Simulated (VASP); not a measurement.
Crystal: BeNiTe6.

```
Be Ni Te
1.0
     3.26388    5.65321    0.00000
    -3.26388    5.65321    0.00000
     0.00000   -3.76880    5.84701
Be Ni Te
1 1 6
Direct
  0.50000 0.50000 0.50000
  0.00000 0.00000 0.00000
  0.23900 0.61900 0.76000
  0.90200 0.23900 0.76000
  0.61900 0.90200 0.76000
  0.76100 0.38100 0.24000
  0.09800 0.76100 0.24000
  0.38100 0.09800 0.24000
```

* Program: VASP 6.6.1
* Task: relaxation of cell and atoms
* Functional: PBE
* Potentials or basis: VASP PAW PBE potentials, release 64 (Be, Ni, Te)
* Cutoff: 600 eV
* k mesh: 4 × 4 × 4
* Occupations: fermi-dirac, width 0.1 eV
* Spin: no spin polarisation

At the start: pressure 0.8 GPa; volume 26.97 Å³/atom.

**Question.** How do energy, volume and symmetry change on relaxing?

**Answer.** Over 24 steps the energy falls by 191.1 meV/atom and the volume is 24.48 Å³/atom (-9.2 %); space group R-3 (No. 148, to 0.1 Å) before and after.

Step by step:
```csv
step,energy change (eV),largest force (eV/Å),pressure (GPa),volume (Å³)
1,0.0000,1.3504,0.76,215.77
2,-0.4641,0.7378,-2.02,219.74
3,-0.6595,0.3374,-4.29,224.50
4,-0.9644,0.4266,-3.14,215.70
5,-1.1629,0.6582,-0.91,204.51
6,-1.1676,0.7206,-0.42,202.45
7,-1.2532,0.5990,-0.13,200.80
8,-1.3929,0.3328,1.27,195.86
9,-1.3978,0.3309,1.70,194.60
10,-1.4550,0.2141,-0.14,199.76
11,-1.4561,0.2003,-0.43,200.62
12,-1.4741,0.1577,-0.36,199.78
13,-1.5086,0.0348,-0.21,197.27
14,-1.4558,0.3634,0.97,192.25
15,-1.5129,0.0618,0.14,196.24
16,-1.5245,0.0468,-0.13,196.68
17,-1.5262,0.0460,-0.30,196.90
18,-1.5244,0.0598,0.54,194.45
19,-1.5273,0.0382,0.06,195.98
20,-1.5280,0.0291,0.03,196.05
21,-1.5284,0.0246,-0.06,196.17
22,-1.5289,0.0189,0.04,195.72
23,-1.5289,0.0168,0.06,195.50
24,-1.5291,0.0083,-0.02,195.86
```

Final structure:
```xyz
8
Lattice="3.2720 5.6673 0.0000 -3.2720 5.6673 0.0000 0.0000 -3.7782 5.2812" Properties=species:S:1:pos:R:3 pbc="T T T"
Be    0.0000    3.7782    2.6406
Ni    0.0000    0.0000    0.0000
Te   -1.0527    1.7362    3.9506
Te    2.2947    3.8874    3.9506
Te   -1.2420    5.7108    3.9506
Te    1.0527    5.8201    1.3306
Te   -2.2947    3.6689    1.3306
Te    1.2420    1.8455    1.3306
```
